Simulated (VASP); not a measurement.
# TaH4 (I-4m2) in VASP: relaxation of cell and atoms with PBE

Aim: the relaxation of cell and atoms of TaH4 with PBE.

Program: VASP 6.6.1. These are calculated values, not measurements. Logs are shortened: lines on timing, memory, paths and dates and some standing lists are left out, and cuts for length are marked.

## Step 1: The cell of the first run

It takes space group I-4m2 (No. 119, tetragonal). The conventional cell has a = 4.875 Å, b = 4.875 Å, c = 4.946 Å, α = 90.00°, β = 90.00°, γ = 90.00°. Within 3.3 Å of Ta (site symmetry -4m2) lie 16 H at 2.46 to 3.25 Å. H (site symmetry 2mm) has 1 H at 0.91 Å within 1.2 Å. Within 1.2 Å of H (site symmetry -4m2) lie 2 H at 0.91 Å. H (site symmetry -4m2) has 2 H at 1.56 Å within 2.1 Å.

The cell was built from a structure type or drawn by symmetry, and may not be a known phase.

## Step 2: Relaxation of cell and atoms, PBE

Input file INCAR:

```
SYSTEM = TaH4
PREC = Accurate
ENCUT = 500
EDIFF = 1E-7
ISMEAR = 0
SIGMA = 0.15
LREAL = .False.
LASPH = .True.
NELM = 120
ALGO = Normal
ISIF = 3
LWAVE = .False.
LCHARG = .False.
GGA = PE
IBRION = 2
NSW = 36
EDIFFG = -0.08
GGA_COMPAT = .False.
NELMIN = 4
```

Input file KPOINTS:

```
regular mesh
0
Gamma
  4 4 4
  0 0 0
```

Input file POSCAR:

```
TaH4
1.0
   -2.4375621600      2.4375621600      2.4731950500
    2.4375621600     -2.4375621600      2.4731950500
    2.4375621600      2.4375621600     -2.4731950500
Ta H
1 4
Direct
    0.5000000000      0.5000000000      0.0000000000
    0.0657875200      0.5657875200      0.5000000000
    0.4342124800      0.9342124800      0.5000000000
    0.2500000000      0.7500000000      0.5000000000
    0.7500000000      0.2500000000      0.5000000000
```

Potentials or basis: VASP PAW PBE potentials, release 64 (Ta_pv, H).

The run is started by

```
$ cat potpaw_PBE.64/Ta_pv/POTCAR potpaw_PBE.64/H/POTCAR > POTCAR
$ mpirun -np 1 vasp_std > vasp.out
```

OUTCAR:

```text
SYSTEM = TaH4
   PREC = Accurate
   ENCUT = 500
   EDIFF = 1E-7
   ISMEAR = 0
   LREAL = .False.
   LASPH = .True.
   NELM = 120
   ISIF = 3
   GGA = PE
   IBRION = 2
   NSW = 36
   EDIFFG = -0.08
   NELMIN = 4

 ion  position               nearest neighbor table
   1  0.500  0.500  0.000-
   2  0.066  0.566  0.500-
   3  0.434  0.934  0.500-
   4  0.250  0.750  0.500-
   5  0.750  0.250  0.500-

  LATTYP: Found a body centered tetragonal cell.
 ALAT       =     4.8751243200
 C/A-ratio  =     1.0146182488

  Lattice vectors:

 A1 = (  -2.4375621600,   2.4375621600,   2.4731950500)
 A2 = (   2.4375621600,  -2.4375621600,   2.4731950500)
 A3 = (   2.4375621600,   2.4375621600,  -2.4731950500)

Analysis of symmetry for initial positions (statically):
=====================================================================
 Subroutine PRICEL returns:
 Original cell was already a primitive cell.

 Routine SETGRP: Setting up the symmetry group for a
 body centered tetragonal supercell.

 Subroutine GETGRP returns: Found  8 space group operations
 (whereof  8 operations were pure point group operations)
 out of a pool of 16 trial point group operations.

The static configuration has the point symmetry D_2d.

Analysis of symmetry for dynamics (positions and initial velocities):
=====================================================================
 Subroutine PRICEL returns:
 Original cell was already a primitive cell.

 Routine SETGRP: Setting up the symmetry group for a
 body centered tetragonal supercell.

 Subroutine GETGRP returns: Found  8 space group operations
 (whereof  8 operations were pure point group operations)
 out of a pool of 16 trial point group operations.

The dynamic configuration has the point symmetry D_2d.

 Subroutine INISYM returns: Found  8 space group operations
 (whereof  8 operations are pure point group operations),
 and found     1 'primitive' translations

----------------------------------------------------------------------------------------

                                     Primitive cell

  volume of cell :      58.7800

  direct lattice vectors                    reciprocal lattice vectors
    -2.437562160  2.437562160  2.473195050     0.000000000  0.205122974  0.202167637
     2.437562160 -2.437562160  2.473195050     0.205122974  0.000000000  0.202167637
     2.437562160  2.437562160 -2.473195050     0.205122974  0.205122974  0.000000000

  length of vectors
     4.242653924  4.242653924  4.242653924     0.288005535  0.288005535  0.290087692

  position of ions in fractional coordinates (direct lattice)
     0.500000000  0.500000000  0.000000000
     0.065787520  0.565787520  0.500000000
     0.434212480  0.934212480  0.500000000
     0.250000000  0.750000000  0.500000000
     0.750000000  0.250000000  0.500000000

  ion indices of the primitive-cell ions
   primitive index   ion index
                 1           1
                 2           2
                 3           3
                 4           4
                 5           5

----------------------------------------------------------------------------------------

 KPOINTS: regular mesh

Automatic generation of k-mesh.
 Grid dimensions read from file:
 generate k-points for:    4    4    4

 Generating k-lattice:

  Cartesian coordinates                     Fractional coordinates (reciprocal lattice)
     0.000000000  0.051280744  0.050541909     0.250000000  0.000000000  0.000000000
     0.051280744  0.000000000  0.050541909     0.000000000  0.250000000  0.000000000
     0.051280744  0.051280744  0.000000000     0.000000000  0.000000000  0.250000000

  Length of vectors
     0.072001384  0.072001384  0.072521923

  Shift w.r.t. Gamma in fractional coordinates (k-lattice)
     0.000000000  0.000000000  0.000000000

 Subroutine IBZKPT returns following result:
 ===========================================

 Found     13 irreducible k-points:

 Following reciprocal coordinates:
            Coordinates               Weight
  0.000000  0.000000  0.000000      1.000000
  0.250000 -0.000000  0.000000      8.000000
  0.500000 -0.000000  0.000000      4.000000
  0.250000  0.250000  0.000000      8.000000
  0.500000  0.250000  0.000000     16.000000
 -0.250000  0.250000  0.000000      4.000000
  0.500000  0.500000  0.000000      2.000000
  0.250000  0.250000  0.250000      2.000000
 -0.250000  0.250000  0.250000      4.000000
  0.500000  0.500000  0.250000      4.000000
 -0.250000  0.500000  0.250000      8.000000
 -0.250000 -0.250000  0.250000      2.000000
  0.500000  0.500000  0.500000      1.000000
   k-points           NKPTS =     13   k-points in BZ     NKDIM =     13   number of bands    NBANDS=     11
   number of dos      NEDOS =    301   number of ions     NIONS =      5
   total plane-waves  NPLWV =  32768
   dimension x,y,z NGX =    32 NGY =   32 NGZ =   32
   dimension x,y,z NGXF=    64 NGYF=   64 NGZF=   64
   ions per type =               1   4
   NGX,Y,Z   is equivalent  to a cutoff of  12.54, 12.54, 12.54 a.u.
   NGXF,Y,Z  is equivalent  to a cutoff of  25.08, 25.08, 25.08 a.u.
 SYSTEM =  TaH4
   PREC   = accura    normal or accurate (medium, high low for compatibility)
   ISTART =      0    job   : 0-new  1-cont  2-samecut
   ICHARG =      2    charge: 1-file 2-atom 10-const
   ISPIN  =      1    spin polarized calculation?
   LNONCOLLINEAR =      F non collinear calculations
   LSORBIT =      F    spin-orbit coupling
   LASPH  =      T    aspherical Exc in radial PAW
   ENCUT  =  500.0 eV  36.75 Ry    6.06 a.u.   7.74  7.74  7.74*2*pi/ulx,y,z
   NELM   =    120;   NELMIN=  4; NELMDL= -5     # of ELM steps
   EDIFF  = 0.1E-06   stopping-criterion for ELM
   LREAL  =      F    real-space projection
   EDIFFG = -.8E-01   stopping-criterion for IOM
   NSW    =     36    number of steps for IOM
   IBRION =      2    ionic relax: 0-MD 1-quasi-New 2-CG
   NFREE  =      1    steps in history (QN), initial steepest desc. (CG)
   ISIF   =      3    stress and relaxation
   ISYM   =      2    0-nonsym 1-usesym 2-fastsym
   POTIM  = 0.5000    time-step for ionic-motion
   TEBEG  =    0.0;   TEEND  =   0.0 temperature during run
   PSTRESS=    0.0 pullay stress
   NELECT =      15.0000    total number of electrons
   NUPDOWN=      -1.0000    fix difference up-down
   EMIN   =  10.00;   EMAX   =-10.00  energy-range for DOS
   EFERMI =   0.00;   METHOD = LEGACY
   ISMEAR =     0;   SIGMA  =   0.15  broadening in eV -4-tet -1-fermi 0-gaus
   EFERMI_NEDOS =   21; number of points for ismear=-14 and -15
   IALGO  =     38    algorithm
   IMIX   =      4    mixing-type and parameters
     AMIX     =   0.40;   BMIX     =  1.00
     AMIX_MAG =   1.60;   BMIX_MAG =  1.00
  volume/ion in A,a.u.               =      11.76        79.33
  Fermi-wavevector in a.u.,A,eV,Ry     =   1.038394  1.962279 14.670635  1.078261
  Thomas-Fermi vector in A             =   2.172876
   LORBIT       =      0    0 simple, 1 ext, 2 COOP (PROOUT), +10 PAW based schemes
   GGA     = PE    functional components
   LHFCALC =     F    Hartree Fock is set to
   AEXX    =    0.0000 exact exchange contribution
   IVDW    =     0    specifies the selected vdW correction
   LEPSILON=     F    determine dielectric tensor
   LRPA    =     F    only Hartree local field effects (RPA)
 conjugate gradient relaxation of ions
 non-spin polarized calculation
 Gauss-broadening in eV      SIGMA  =   0.15
  energy-cutoff  :      500.00
  volume of cell :       58.78
 maximum number of plane-waves:      1516
 NGX is ok and might be reduce to    32
   NGX = 15   NGY = 15   NGZ = 15

--------------------------------------- Ionic step        1  -------------------------------------------

 number of electron      14.9999995 magnetization

 Free energy of the ion-electron system (eV)
  ---------------------------------------------------
  ext. energy  EPLUGINS =         0.00000000
  ---------------------------------------------------
  free energy    TOTEN  =       -17.78498561 eV

  energy without entropy =      -17.74071694  energy(sigma->0) =      -17.76285128

------------------------ aborting loop because EDIFF is reached ----------------------------------------

  FORCE on cell =-STRESS in cart. coord.  units (eV):
  Direction    XX          YY          ZZ          XY          YZ          ZX
  --------------------------------------------------------------------------------------
  -------------------------------------------------------------------------------------
  Total       -8.5629100     -8.5629100     -0.5038709      0.0000000     -0.0000000      0.0000000
  in kB     -233.4007253   -233.4007253    -13.7340954      0.0000000     -0.0000000      0.0000000
  external PRESSURE =    -160.1785153 kB  Pullay stress =       0.0000000 kB
[... 24 lines left out ...]
  energy  without entropy=      -17.7407169448  energy(sigma->0) =      -17.76285128

--------------------------------------- Ionic step        2  -------------------------------------------

 number of electron      14.9999998 magnetization

 E-fermi :   1.9140     XC(G=0):  -9.5420

 val. band max:        1.8723352777   @ k =   0.2500   0.2500   0.2500
 cond. band min:       1.9688386136   @ k =   0.2500   0.2500   0.0000
 fundamental gap:      0.0965033360
 Fermi energy:         1.9139614261

 k-point     1 :       0.0000    0.0000    0.0000
  band No.  band energies     occupation
      1     -33.9163      2.00000
      2     -33.7780      2.00000
      3     -33.7780      2.00000
      4      -9.0996      2.00000
      5      -2.0329      2.00000
      6      -0.8732      2.00000
      7       1.2320      2.00000
      8       1.2320      2.00000
      9       1.8142      1.65287
     10       2.0928      0.09179
     11       6.7717      0.00000
[... 237 lines left out ...]
  FREE ENERGIE OF THE ION-ELECTRON SYSTEM (eV)
  ---------------------------------------------------
  free  energy   TOTEN  =       -20.7488498453 eV

  energy  without entropy=      -20.7134105026  energy(sigma->0) =      -20.73113017

 E-fermi :   3.7411     XC(G=0): -10.6478

 val. band max:        3.6222491718   @ k =  -0.2500   0.2500   0.0000
 cond. band min:       3.7646081743   @ k =   0.0000   0.0000   0.0000
 fundamental gap:      0.1423590025
 Fermi energy:         3.7411094546

 k-point     1 :       0.0000    0.0000    0.0000
  band No.  band energies     occupation
      1     -31.6945      2.00000
      2     -31.6945      2.00000
      3     -31.6008      2.00000
      4      -8.9702      2.00000
      5      -2.2020      2.00000
      6       0.6537      2.00000
      7       2.6065      2.00000
      8       2.6065      2.00000
      9       3.7646      0.82467
     10       3.8257      0.42493
     11      11.3123      0.00000
[... 155 lines left out ...]
 k-point    13 :       0.5000    0.5000    0.5000
  band No.  band energies     occupation
      1     -31.7433      2.00000
      2     -31.7433      2.00000
      3     -31.6936      2.00000
      4      -6.9272      2.00000
      5      -3.5758      2.00000
      6      -1.9274      2.00000
      7       5.2650      0.00000
      8       5.3233      0.00000
      9       5.4177      0.00000
     10       5.4177      0.00000
     11       6.4064      0.00000

[... ionic steps 4 to 8 ...]

--------------------------------------- Ionic step        9  -------------------------------------------

 number of electron      15.0000000 magnetization

------------------------ aborting loop because EDIFF is reached ----------------------------------------

  FORCE on cell =-STRESS in cart. coord.  units (eV):
  Direction    XX          YY          ZZ          XY          YZ          ZX
  --------------------------------------------------------------------------------------
  -------------------------------------------------------------------------------------
  Total        0.3588906      0.3588906      1.3156642      0.0000000      0.0000000      0.0000000
  in kB       17.6449756     17.6449756     64.6850676      0.0000000      0.0000000      0.0000000
  external PRESSURE =      33.3250063 kB  Pullay stress =       0.0000000 kB
[... 63 lines left out ...]
  energy  without entropy=      -21.9031230412  energy(sigma->0) =      -21.92184616

--------------------------------------- Ionic step       11  -------------------------------------------

 number of electron      15.0000003 magnetization

 Free energy of the ion-electron system (eV)
  ---------------------------------------------------
  ext. energy  EPLUGINS =         0.00000000
  ---------------------------------------------------
  free energy    TOTEN  =       -21.96632356 eV

  energy without entropy =      -21.95081660  energy(sigma->0) =      -21.95857008

 E-fermi :   4.1091     XC(G=0): -11.0002

 val. band max:        3.9976917716   @ k =  -0.2500   0.2500   0.2500
 cond. band min:       4.2033468185   @ k =  -0.2500   0.2500   0.0000
 fundamental gap:      0.2056550470
 Fermi energy:         4.1091207824

 k-point     1 :       0.0000    0.0000    0.0000
  band No.  band energies     occupation
      1     -31.0775      2.00000
      2     -31.0775      2.00000
      3     -30.9661      2.00000
      4      -8.4718      2.00000
      5      -3.1428      2.00000
      6       1.6578      2.00000
      7       2.3402      2.00000
      8       3.3293      2.00000
      9       3.3293      2.00000
     10       5.2811      0.00000
     11      12.7110      0.00000
[... 198 lines left out ...]
  FREE ENERGIE OF THE ION-ELECTRON SYSTEM (eV)
  ---------------------------------------------------
  free  energy   TOTEN  =       -21.9663235628 eV

  energy  without entropy=      -21.9508166025  energy(sigma->0) =      -21.95857008

 reached required accuracy - stopping structural energy minimisation
```

Wall time 2.2 min (1 thread of Intel Xeon 8259CL, shared host); peak memory 0.19 GiB.

What came out:

| Item | Value |
| --- | --- |
| Free energy | -21.9663 eV |
| Relaxed volume | 6.91 Å³/atom |
| Relaxed cell | a = 3.719 Å, b = 3.719 Å, c = 3.719 Å, α = 123.09°, β = 123.09°, γ = 84.73° |
| Space group after relaxing (to 0.1 Å) | I4/mmm (No. 139) |
| Energy gained by relaxing | 836.3 meV/atom |
| Ionic steps | 11 |
| Pressure after relaxing | -0.2 GPa |
| Largest force after relaxing | 0.008 eV/Å |
| Band gap on the k mesh | zero (an odd number of electrons rules out a gap without spin polarisation) |

Forces in eV/Å, atoms in the order of the input:
```
Ta   0.000  0.000  0.000
H    0.000  0.000 -0.008
H    0.000  0.000  0.008
H    0.000  0.000  0.000
H    0.000  0.000  0.000
```

The path:
| step | energy change (eV) | largest force (eV/Å) | pressure (GPa) | volume (Å³) |
| --- | --- | --- | --- | --- |
| 1 | 0.0000 | 1.9223 | -16.02 | 58.78 |
| 2 | -1.7337 | 0.8697 | -18.68 | 49.23 |
| 3 | -2.9639 | 0.0258 | 59.40 | 25.84 |
| 4 | -3.6384 | 0.0430 | -12.49 | 37.70 |
| 5 | -3.9645 | 0.0047 | 16.26 | 29.98 |
| 6 | -4.0429 | 0.0394 | 1.41 | 32.72 |
| 7 | -4.0515 | 0.0359 | 4.13 | 32.11 |
| 8 | -4.0493 | 0.0280 | 6.31 | 31.67 |
| 9 | -4.1272 | 0.0088 | 3.33 | 32.59 |
| 10 | -4.1556 | 0.0066 | 2.09 | 33.25 |
| 11 | -4.1813 | 0.0083 | -0.19 | 34.53 |

Final structure:
```cif
data_structure
_symmetry_space_group_name_H-M 'P 1'
_symmetry_Int_Tables_number 1
_cell_length_a 3.7194
_cell_length_b 3.7194
_cell_length_c 3.7194
_cell_angle_alpha 123.088
_cell_angle_beta 123.088
_cell_angle_gamma 84.730
_cell_volume 34.53
loop_
_atom_site_label
_atom_site_type_symbol
_atom_site_fract_x
_atom_site_fract_y
_atom_site_fract_z
_atom_site_occupancy
Ta1 Ta 0.50000 0.50000 0.00000 1
H1 H 0.99805 0.49805 0.50000 1
H2 H 0.50195 0.00195 0.50000 1
H3 H 0.25000 0.75000 0.50000 1
H4 H 0.75000 0.25000 0.50000 1
```

Levels at points of the mesh, in eV from the Fermi level:
```tsv
k point	band 3	band 4	band 5	band 6	band 7	band 8	band 9	band 10	band 11
(0.00, 0.00, 0.00)	-35.08	-12.58	-7.25	-2.45	-1.77	-0.78	-0.78	1.17	8.60
(0.50, 0.00, 0.00)	-35.12	-10.17	-7.82	-3.95	-0.73	0.85	1.53	1.59	2.15
(0.50, 0.50, 0.00)	-35.11	-8.38	-6.80	-3.73	-3.73	1.37	1.45	1.66	2.68
(0.50, 0.50, 0.50)	-35.20	-9.94	-8.67	-6.67	1.92	1.99	1.99	2.34	4.64
```

Caveat: the k points lie up to 0.53 Å⁻¹ apart in the final cell, too coarse for converged energies and pressures of a metal; the volume moved by over 15 % at a fixed basis, so the end points are rough; spin-orbit coupling is left out, which moves the levels of the heavy elements.
